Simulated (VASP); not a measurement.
Wanted: the native input for a VASP 6.6.1 run.

```yaml
Task: single point
Functional: PBEsol
Potentials_or_basis: VASP PAW PBE potentials, release 64 (Ru_pv)
Cutoff: 520 eV
k_mesh: 24 × 24 × 12
Occupations: gaussian, width 0.15 eV
Spin: no spin polarisation
Dipole_correction: no
Further_INCAR_settings: ALGO = Fast; EDIFF = 1e-06; NBANDS = 21
```

The structure of Ru lies in POSCAR:

```
Ru
1.0
    2.7057993342      0.0000000000      0.0000000000
   -1.3528996671      2.3432909610      0.0000000000
    0.0000000000      0.0000000000      4.2819000000
Ru
2
Direct
    0.2544666351      0.7306792039      0.2500000000
    0.6666666667      0.3333333333      0.7500000000
```

This cell differs from its parent crystal: atom 1 (Ru) moved by (-0.300, +0.150) A along x and y.

The input as run:

INCAR

```
SYSTEM = Ru
ALGO = Fast
EDIFF = 1E-6
ENCUT = 520
GGA = PS
ISIF = 2
ISMEAR = 0
LASPH = .TRUE.
LCHARG = .FALSE.
LREAL = .FALSE.
LWAVE = .FALSE.
NBANDS = 21
NELM = 60
PREC = Accurate
SIGMA = 0.15
```

KPOINTS

```
k-points
0
G
  24 24 12
  0 0 0
```

Potentials or basis: VASP PAW PBE potentials, release 64 (Ru_pv).

Launch:

```bash
$ cat potpaw_PBE.64/Ru_pv/POTCAR > POTCAR
$ mpirun -np 1 vasp_std > vasp.out
```

It gave:

* Pressure: -1.5 GPa
* Largest force: 2.355 eV/Å
* Band gap on the k mesh: zero (band 14 reaches 14.34 eV, above the bottom of band 15 at 11.30 eV)

Caveat: the cell differs from its parent crystal (atom 1 (Ru) moved by (-0.300, +0.150) A along x and y); the PAW data sets were made with another functional, which shifts forces and pressure a little.

Run time: 5.6 min on 1 thread of Intel(R) Xeon(R) 6975P-C (Granite Rapids), on a shared host, peak memory 0.9 GiB.
